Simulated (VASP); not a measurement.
Set up this calculation in VASP 6.6.1, as the native input.

- Task: relaxation of cell and atoms
- Functional: LDA
- Potentials or basis: VASP PAW LDA potentials, release 64 (Zn, S)
- Cutoff: 600 eV
- k mesh: 8 × 8 × 8
- Occupations: fermi-dirac, width 0.02 eV
- Spin: no spin polarisation
- Dipole correction: no
- Further INCAR settings: ALGO = Normal; EDIFF = 1e-06; IBRION = 2; EDIFFG = -0.005; NSW = 80; ISIF = 3

The structure of ZnS lies in POSCAR:

```
ZnS
1.0
    0.0000000000      2.7214990586      2.7214990586
    2.7214990586      0.0000000000      2.7214990586
    2.7214990586      2.7214990586      0.0000000000
Zn S
1 1
Direct
    0.2500000000      0.2500000000      0.2500000000
    0.0000000000      0.0000000000      0.0000000000
```

The input as run:

INCAR

```
  PREC = Accurate
  ENCUT = 600
  EDIFF = 1E-6
  ISMEAR = -1
  SIGMA = 0.02
  LREAL = False
  LASPH = True
  NELM = 60
  ALGO = Normal
  ISIF = 3
  LWAVE = False
  LCHARG = False
  IBRION = 2
  NSW = 80
  EDIFFG = -0.005
```

KPOINTS

```
Automatic mesh
0
Gamma
  8 8 8
```

Potentials or basis: VASP PAW LDA potentials, release 64 (Zn, S).

Command:

```console
$ cat potpaw_LDA.64/Zn/POTCAR potpaw_LDA.64/S/POTCAR > POTCAR
$ mpirun -np 1 vasp_std > vasp.out
```

Results of the run:

The relaxed volume is 18.62 Å³/atom, the relaxed cell is a = 3.748 Å, b = 3.748 Å, c = 3.748 Å, α = 60.00°, β = 60.00°, γ = 60.00° and the space group after relaxing (to 0.1 Å) is F-43m (No. 216). The energy gained by relaxing is 29.2 meV/atom, the ionic steps are 3 and the pressure after relaxing is 0.0 GPa. The band gap on the k mesh is 2.15 eV.

It took 50 s on 1 thread of AMD EPYC 7R13, on a shared host, peak memory 0.14 GiB.
